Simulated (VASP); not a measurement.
Here is a VASP 6.6.1 calculation.

The input POSCAR:

```
NaF
1.0
    0.0000000000      2.3199882370      2.3199882370
    2.3199882370      0.0000000000      2.3199882370
    2.3199882370      2.3199882370      0.0000000000
Na F
1 1
Direct
    0.0000000000      0.0000000000      0.0000000000
    0.5000000000      0.5000000000      0.5000000000
```

INCAR.step1

```
SYSTEM = NaF
PREC = Accurate ; ENCUT = 520
ISMEAR = 0 ; SIGMA = 0.01
LREAL = .False. ; LASPH = .True.
NELM = 100 ; NBANDS = 14
GGA = PE ; ALGO = Normal
EDIFF = 1E-4 ; LWAVE = .True.
LCHARG = .False.
```

INCAR.step2

```
SYSTEM = NaF
PREC = Accurate ; ENCUT = 520
EDIFF = 1E-6 ; ISMEAR = 0
SIGMA = 0.01 ; LREAL = .False.
LASPH = .True. ; NELM = 100
ALGO = Normal ; ISIF = 2
LWAVE = .False. ; LCHARG = .False.
METAGGA = R2SCAN ; LMIXTAU = .True.
NBANDS = 14 ; ISTART = 1
```

The input KPOINTS:

```
regular mesh
0
Gamma
  8 8 8
  0 0 0
```

Potentials or basis: VASP PAW PBE potentials, release 64 (Na_pv, F).

The run is started by

```console
$ cat potpaw_PBE.64/Na_pv/POTCAR potpaw_PBE.64/F/POTCAR > POTCAR
$ cp INCAR.step1 INCAR
$ mpirun -np 1 vasp_std > vasp.out
$ cp INCAR.step2 INCAR
$ mpirun -np 1 vasp_std > vasp.out
```

Question: What does it give for the band gap on the k mesh?

Answer: 7.15 eV, direct.

Question: What does it give for the pressure?

Answer: -2.0 GPa.

Caveat: the PAW data sets were made with another functional, which shifts forces and pressure a little.
